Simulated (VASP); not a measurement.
Set up this calculation in VASP 6.6.1, as the native input.

```yaml
Task: single point
Functional: BLYP
Dispersion: D4
Potentials_or_basis: VASP PAW PBE potentials, release 64 (Ru_pv)
Cutoff: 520 eV
k_mesh: 11 × 11 × 6
Occupations: fermi-dirac, width 0.05 eV
Spin: no spin polarisation
Dipole_correction: no
Further_INCAR_settings: ALGO = Normal; EDIFF = 1e-06; NBANDS = 21
```

The structure of Ru lies in POSCAR:

```
Ru
1.0
    2.7266357532      0.0000000000      0.0000000000
   -1.3633178766      2.3613358292      0.0000000000
    0.0000000000      0.0000000000      4.3096647649
Ru
2
Direct
    0.6666666667      0.3333333333      0.7500000000
    0.3333333333      0.6666666667      0.2500000000
```

The input as run:

INCAR

```
  AGGAC = 1.0
  AGGAX = 1.0
  ALDAC = 0.0
  ALDAX = 1.0
  ALGO = Normal
  EDIFF = 1E-6
  ENCUT = 520
  GGA = B5
  ISIF = 2
  ISMEAR = -1
  IVDW = 13
  LASPH = T
  LCHARG = F
  LREAL = F
  LWAVE = F
  NBANDS = 21
  NELM = 80
  PREC = Accurate
  SIGMA = 0.05
  VDW_A1 = 0.44488865
  VDW_A2 = 4.0933009
  VDW_S6 = 1.0
  VDW_S8 = 2.34076671
```

KPOINTS

```
k-points
0
Gamma
  11 11 6
```

Potentials or basis: VASP PAW PBE potentials, release 64 (Ru_pv).

Command:

```console
$ cat potpaw_PBE.64/Ru_pv/POTCAR > POTCAR
$ mpirun -np 1 vasp_std > vasp.out
```

Results of the run:

The pressure is 0.8 GPa, the band gap on the k mesh is zero (bands 14 and 15 overlap by 2.96 eV) and the dispersion energy per atom is -0.988 eV.

Caveat: the PAW data sets were made with another functional, which shifts forces and pressure a little.

It took 55 s on 1 thread of Intel Xeon 8259CL (shared host), peak memory 0.16 GiB.
